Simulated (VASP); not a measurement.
# CuRu2: single point with PBE

Crystal: CuRu2.

```
Cu Ru
1.0
     4.28969    0.00000    0.00000
    -2.14485    3.71498    0.00000
     0.00000    0.00000    2.59106
Cu Ru
1 2
Cartesian
  0.0000 0.0000 0.0000
  0.0000 2.4767 1.2955
  2.1448 1.2383 1.2955
```

| Item | Value |
| --- | --- |
| Program | VASP 6.6.1 |
| Task | single point |
| Functional | PBE |
| Potentials or basis | VASP PAW PBE potentials, release 64 (Cu, Ru_pv) |
| Cutoff | 520 eV |
| k mesh | 6 × 6 × 6 |
| Occupations | gaussian, width 0.1 eV |
| Spin | no spin polarisation |

```json
{"Pressure": "0.3 GPa", "Band gap on the k mesh": "zero (an odd number of electrons rules out a gap without spin polarisation)"}
```

Levels at points of the mesh, in eV from the Fermi level:
| k point | band 16 | band 17 | band 18 | band 19 | band 20 | band 21 | band 22 | band 23 | band 24 | band 25 |
| --- | --- | --- | --- | --- | --- | --- | --- | --- | --- | --- |
| (0.00, 0.00, 0.00) | -2.32 | -2.29 | -2.29 | -0.78 | -0.78 | 1.13 | 1.13 | 6.09 | 6.70 | 6.70 |
| (0.50, 0.00, 0.00) | -2.27 | -1.57 | -0.63 | -0.56 | 0.61 | 0.63 | 0.78 | 1.26 | 1.31 | 7.86 |
| (0.00, 0.00, 0.50) | -1.76 | -1.67 | -1.67 | -0.29 | -0.29 | -0.13 | 2.91 | 3.88 | 9.89 | 9.89 |
| (0.50, 0.00, 0.50) | -1.53 | -1.36 | -0.66 | -0.47 | 0.74 | 2.10 | 3.15 | 4.11 | 5.59 | 7.52 |

It took 21 s on 1 thread of AMD EPYC 9R45 (Zen 5) (shared host), peak memory 0.14 GiB.

Caveat: the k points lie up to 0.40 Å⁻¹ apart, too coarse for converged energies and pressures of a metal.
